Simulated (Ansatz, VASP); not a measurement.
**ZnS in VASP and in Ansatz**

```
CELL_PARAMETERS angstrom
3.78523 0.00000 0.00000
-1.89261 3.27810 0.00000
0.00000 0.00000 18.57484
ATOMIC_POSITIONS crystal
Zn 0.00000 0.00000 0.00003
Zn 0.00000 0.00000 0.50003
Zn 0.33333 0.66667 0.16183
Zn 0.66667 0.33333 0.66183
Zn 0.66667 0.33333 0.33328
Zn 0.33333 0.66667 0.83328
S 0.00000 0.00000 0.12511
S 0.00000 0.00000 0.62511
S 0.33333 0.66667 0.29164
S 0.66667 0.33333 0.79164
S 0.66667 0.33333 0.45813
S 0.33333 0.66667 0.95813
```

Alike in both runs: task single point; functional PBEsol; k mesh 9 × 9 × 2; occupations gaussian, width 0.05 eV; no spin polarisation.

```csv
,VASP,Ansatz
version,VASP 6.6.1,Ansatz 0.2.0
potentials or method,"VASP PAW PBE potentials, release 64 (Zn, S), cutoff 520 eV","scalar-relativistic, plane waves, PAW"
valence electrons in the cell,108,108
```

Ansatz gave:

* gap on the k mesh at the Fermi level (eV): 2.10
* least direct gap on the mesh (eV): 2.10
* pressure (GPa): 0.1
* traceless stress, the component that is largest in VASP (GPa): -0.78
* rms of the force components (eV/Å): 0.187

Question: What did VASP give for the same quantities?

Answer: gap on the k mesh at the Fermi level (eV): 2.11; least direct gap on the mesh (eV): 2.11; pressure (GPa): 0.3; traceless stress, the component that is largest in VASP (GPa): -0.79; rms of the force components (eV/Å): 0.188.

VASP's potentials were made for PBE, not for PBEsol. Atom by atom the forces differ by 0.001 eV/Å (rms over components). The functional is the same, so the differences come from potentials, cutoffs and numerics.
